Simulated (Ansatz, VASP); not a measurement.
C: VASP beside Ansatz

INCAR

```
SYSTEM = C
  PREC = Accurate
  ENCUT = 520
  EDIFF = 1E-7
  ISMEAR = 0
  SIGMA = 0.1
  LREAL = .False.
  LASPH = .True.
  NELM = 60
  ALGO = Normal
  ISIF = 2
  LWAVE = .False.
  LCHARG = .False.
  GGA = PE
  NBANDS = 21
```

KPOINTS

```
Automatic mesh
0
Gamma
  12 12 4
  0 0 0
```

POSCAR

```
C
1.0
    1.1923905900     -2.0652773300      0.0000000000
    1.1923905900      2.0652773300      0.0000000000
    0.0000000000      0.0000000000      5.6559580600
C
6
Direct
    0.0000000000      0.5000000000      0.3333336300
    0.5000000000      0.0000000000      0.6666663700
    0.5000000000      0.0000000000      0.1666663700
    0.0000000000      0.5000000000      0.8333336300
    0.0000000000      0.0000000000      0.5000000000
    0.5000000000      0.5000000000      0.0000000000
```

Input for Ansatz:

```yaml
crystal:
  lattice:
    - [1.19239059, -2.06527733, 0.0]
    - [1.19239059, 2.06527733, 0.0]
    - [0.0, 0.0, 5.65595806]
  atoms:
    - { symbol: C, position: [0.0, 0.5, 0.33333363] }
    - { symbol: C, position: [0.5, 0.0, 0.66666637] }
    - { symbol: C, position: [0.5, 0.0, 0.16666637] }
    - { symbol: C, position: [0.0, 0.5, 0.83333363] }
    - { symbol: C, position: [0.0, 0.0, 0.5] }
    - { symbol: C, position: [0.5, 0.5, 0.0] }
basis:
  ecutwfc: 420
kpoints:
  mp_grid: { grid: [12, 12, 4] }
hamiltonian:
  xc: pbe
scf:
  occupations: { method: gaussian, width: 0.1 }
  lower_state_search: "off"
output:
  forces: true
  stress: true
  eigenvalues: true
```

Alike in both runs: task single point; functional PBE; k mesh 12 × 12 × 4; occupations gaussian, width 0.1 eV; no spin polarisation.

|  | VASP | Ansatz |
| --- | --- | --- |
| version | VASP 6.6.1 | Ansatz 0.2.0 |
| potentials or method | VASP PAW PBE potentials, release 64 (C), cutoff 520 eV | scalar-relativistic, plane waves, PAW |
| valence electrons in the cell | 24 | 24 |

Ansatz gave:

* gap on the k mesh at the Fermi level (eV): none
* rms of the force components (eV/Å): 0.026

**Question.** Which values does VASP return?

**Answer.** gap on the k mesh at the Fermi level (eV): none; rms of the force components (eV/Å): 0.027.

Atom by atom the forces differ by 0.002 eV/Å (rms over components). A gap of «none» marks a metal or a gap that the smearing closes. With one functional, cell and mesh, what is left measures potentials, basis and numerics.
